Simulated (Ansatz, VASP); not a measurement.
## Sr3Mg: VASP beside Ansatz

Contents of INCAR:

```
ALGO = Normal
EDIFF = 1E-6
ENCUT = 520
ISIF = 2
ISMEAR = -1
LASPH = True
LCHARG = False
LREAL = False
LWAVE = False
NBANDS = 24
NELM = 60
PREC = Accurate
SIGMA = 0.1
```

The input KPOINTS:

```
k-points
0
Gamma
  6 6 2
```

POSCAR

```
Sr3Mg
1.0
    4.2078400000      0.0000000000      0.0000000000
   -2.1039200000      3.6440900000      0.0000000000
    0.0000000000      0.0000000000     12.3733500000
Sr Mg
3 1
Direct
    0.6666666667      0.3333333333      0.0000000000
    0.0000000000      0.0000000000      0.2847300000
    0.0000000000      0.0000000000      0.7152700000
    0.6666666667      0.3333333333      0.5000000000
```

Input for Ansatz:

```yaml
crystal:
  lattice:
    - [4.20784, 0.0, 0.0]
    - [-2.10392, 3.64409, 0.0]
    - [0.0, 0.0, 12.37335]
  atoms:
    - { symbol: Sr, position: [0.6666666666666666, 0.3333333333333333, 0.0] }
    - { symbol: Sr, position: [0.0, 0.0, 0.28473] }
    - { symbol: Sr, position: [0.0, 0.0, 0.71527] }
    - { symbol: Mg, position: [0.6666666666666666, 0.3333333333333333, 0.5] }
kpoints:
  mp_grid:
    grid: [6, 6, 2]
hamiltonian:
  xc: lda
  pseudopotentials:
    kind: all_electron
    lapw: {}
scf:
  occupations:
    method: fermi_dirac
    width: 0.1
output:
  forces: true
  stress: true
  eigenvalues: true
```

Alike in both runs: task single point; functional LDA; k mesh 6 × 6 × 2; occupations fermi-dirac, width 0.1 eV; no spin polarisation.

|  | VASP | Ansatz |
| --- | --- | --- |
| version | VASP 6.6.1 | Ansatz 0.2.0 |
| potentials or method | VASP PAW LDA potentials, release 64 (Sr_sv, Mg), cutoff 520 eV | all-electron (LAPW or listed datasets) |

|  | VASP | Ansatz | Ansatz less VASP |
| --- | --- | --- | --- |
| gap on the k mesh at the Fermi level (eV) | none | none | - |
| pressure (GPa) | -1.4 | -1.3 | +0.06 |
| traceless stress, the component that is largest in VASP (GPa) | -0.13 | -0.11 | +0.021 |
| rms of the force components (eV/Å) | 0.013 | 0.005 | -0.0076 |

LDA's correlation is that of Perdew and Zunger in VASP and of Perdew and Wang (1992) in Ansatz. Atom by atom the forces differ by 0.008 eV/Å (rms over components). A gap of «none» marks a metal or a gap that the smearing closes. Ansatz ran all-electron here, and VASP with PAW potentials.
